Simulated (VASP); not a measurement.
Write the native input for VASP 6.6.1 that does the following.

```
Task                   : single point
Functional             : PBE
Potentials or basis    : VASP PAW PBE potentials, release 64 (Ba_sv, Te)
Cutoff                 : 520 eV
k mesh                 : 8 × 8 × 6
Occupations            : gaussian, width 0.05 eV
Spin                   : no spin polarisation
Dipole correction      : no
Further INCAR settings : ALGO = Normal; EDIFF = 1e-06; NBANDS = 24
```

The structure of BaTe lies in POSCAR:

```
BaTe
1.0
    4.7429519617      0.0000000000      0.0000000000
   -2.3714759809      4.1075168877      0.0000000000
    0.0000000000      0.0000000000      8.4941040446
Ba Te
2 2
Direct
    0.3333333333      0.6666666667      0.2500000000
    0.6666666667      0.3333333333      0.7500000000
    0.0000000000      0.0000000000      0.0000000000
    0.0000000000      0.0000000000      0.5000000000
```

This cell differs from its parent crystal: volume scaled by 0.945.

The input as run:

INCAR

```
PREC = Accurate
ENCUT = 520
EDIFF = 1E-6
ISMEAR = 0
SIGMA = 0.05
LREAL = F
LASPH = T
NELM = 60
ALGO = Normal
ISIF = 2
LWAVE = F
LCHARG = F
GGA = PE
NBANDS = 24
```

KPOINTS

```
regular mesh
0
Gamma
  8 8 6
```

Potentials or basis: VASP PAW PBE potentials, release 64 (Ba_sv, Te).

Launch:

```console
$ cat potpaw_PBE.64/Ba_sv/POTCAR potpaw_PBE.64/Te/POTCAR > POTCAR
$ mpirun -np 1 vasp_std > vasp.out
```

Results of the run:

```yaml
Pressure: 2.2 GPa
Band_gap_on_the_k_mesh: 1.22 eV, indirect (least direct gap 1.58 eV)
```

Caveat: spin-orbit coupling is left out, which moves the levels of the heavy elements.

Wall time 2.1 min on 1 thread of Intel(R) Xeon(R) Platinum 8488C (Sapphire Rapids), with other jobs on the host, peak memory 0.36 GiB.
